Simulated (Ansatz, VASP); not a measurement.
Two plane-wave programs on Fe

The input INCAR:

```
PREC = Accurate
ENCUT = 520
EDIFF = 1E-6
ISMEAR = 0
SIGMA = 0.05
LREAL = False
LASPH = True
NELM = 150
ALGO = Normal
ISIF = 2
LWAVE = False
LCHARG = False
ISPIN = 2
MAGMOM = 2.5 -2.5
LORBIT = 11
LMAXMIX = 4
GGA = PS
NBANDS = 19
```

File KPOINTS:

```
Automatic mesh
0
Gamma
  20 20 10
```

The input POSCAR:

```
Fe
1.0
    0.0000000000      2.7851824472      0.0000000000
    2.7851824472      0.0000000000      0.0000000000
    2.7851824472      2.7851824472     -2.7851824472
Fe
2
Direct
    0.0000000000      0.0000000000      0.0000000000
    0.0000000000      0.0000000000      0.5000000000
```

Input for Ansatz:

```yaml
crystal:
  lattice:
    - [0.0, 2.7851824472, 0.0]
    - [2.7851824472, 0.0, 0.0]
    - [2.7851824472, 2.7851824472, -2.7851824472]
  atoms:
    - { symbol: Fe, position: [0.0, 0.0, 0.0], spin: 2.5 }
    - { symbol: Fe, position: [0.0, 0.0, 0.5], spin: -2.5 }
basis:
  ecutwfc: 600
  ecutrho_ratio: 5
kpoints:
  mp_grid: { grid: [20, 20, 10] }
hamiltonian:
  xc: pbesol
scf:
  occupations: { method: gaussian, width: 0.05 }
output:
  forces: true
  stress: true
  eigenvalues: true
  populations: true
magnetization:
  spin_polarized: true
```

Alike in both runs: task single point; functional PBEsol; k mesh 20 × 20 × 10; occupations gaussian, width 0.05 eV; collinear spin.

|  | VASP | Ansatz |
| --- | --- | --- |
| version | VASP 6.6.1 | Ansatz 0.2.0 |
| potentials or method | VASP PAW PBE potentials, release 64 (Fe), cutoff 520 eV | scalar-relativistic, plane waves, PAW |
| valence electrons in the cell | 16 | 32 |

VASP gave:

```
pressure (GPa)                                                : -9.1
net moment per atom (μB)                                      : 0.00
size of the moment on the site where the two differ most (μB) : 1.24
```

Q: What did Ansatz give for the same quantities?

A: Pressure (GPa): 0.0; net moment per atom (μB): 2.08; size of the moment on the site where the two differ most (μB): 2.10.

The net moments are unlike, so the other rows may belong to different states. VASP's potentials were made for PBE, not for PBEsol. Site moments also hang on the region over which each program counts them. VASP's potentials hold 16 valence electrons a cell and Ansatz's 32, so a difference there can come from the potentials and not from the codes. Ansatz's warnings: seeded moment not kept.
